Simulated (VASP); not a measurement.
CeCr2B2C:

```
CELL_PARAMETERS angstrom
3.80041 0.00000 0.00000
0.00000 3.80041 0.00000
0.00000 0.00000 5.00567
ATOMIC_POSITIONS crystal
Ce 0.00000 0.00000 0.00000
B 0.50000 0.50000 0.22400
B 0.50000 0.50000 0.77600
Cr 0.00000 0.50000 0.50000
Cr 0.50000 0.00000 0.50000
C 0.00000 0.00000 0.50000
```

| Quantity | Value |
| --- | --- |
| Program | VASP 6.6.1 |
| Task | relaxation of cell and atoms |
| Functional | r2SCAN |
| Potentials or basis | VASP PAW PBE potentials, release 64 (Ce, B, Cr_pv, C) |
| Cutoff | 600 eV |
| k mesh | 5 × 5 × 4 |
| Occupations | tetrahedron |
| Spin | no spin polarisation |

At the start: pressure -6.7 GPa; volume 12.05 Å³/atom.

Question: How do energy, volume and symmetry change on relaxing?

Answer: Over 14 steps the energy falls by 18.5 meV/atom and the volume is 11.61 Å³/atom (-3.6 %); space group P4/mmm (No. 123, to 0.1 Å) before and after.

The path:
| step | energy change (eV) | largest force (eV/Å) | pressure (GPa) | volume (Å³) |
| --- | --- | --- | --- | --- |
| 1 | 0.0000 | 0.1468 | -6.69 | 72.30 |
| 2 | 0.0402 | 0.3309 | 10.22 | 67.16 |
| 3 | -0.0520 | 0.2288 | -0.10 | 70.04 |
| 4 | -0.0521 | 0.2259 | 0.05 | 69.99 |
| 5 | -0.0545 | 0.2401 | 0.06 | 69.94 |
| 6 | -0.0689 | 0.2430 | 0.15 | 69.78 |
| 7 | -0.0993 | 0.1490 | 0.66 | 69.46 |
| 8 | -0.0564 | 0.6976 | 3.41 | 68.82 |
| 9 | -0.1053 | 0.0805 | 0.93 | 69.35 |
| 10 | -0.1087 | 0.0512 | 1.28 | 69.26 |
| 11 | -0.1097 | 0.0118 | -1.02 | 69.98 |
| 12 | -0.1111 | 0.0156 | -0.06 | 69.67 |
| 13 | -0.1111 | 0.0149 | -0.09 | 69.68 |
| 14 | -0.1112 | 0.0055 | -0.08 | 69.68 |

Final structure:
```xyz
6
Lattice="3.7624 0.0000 0.0000 0.0000 3.7624 0.0000 0.0000 0.0000 4.9224" Properties=species:S:1:pos:R:3 pbc="T T T"
Ce    0.0000    0.0000    0.0000
B     1.8812    1.8812    0.9562
B     1.8812    1.8812    3.9662
Cr    0.0000    1.8812    2.4612
Cr    1.8812    0.0000    2.4612
C     0.0000    0.0000    2.4612
```

Caveat: the PAW data sets were made with another functional, which shifts forces and pressure a little; the run has no spin polarisation, though such a crystal can be magnetic; semilocal functionals describe open f shells poorly, which spoils levels, moments and volumes; tetrahedron occupations give inexact forces and stress in metals.
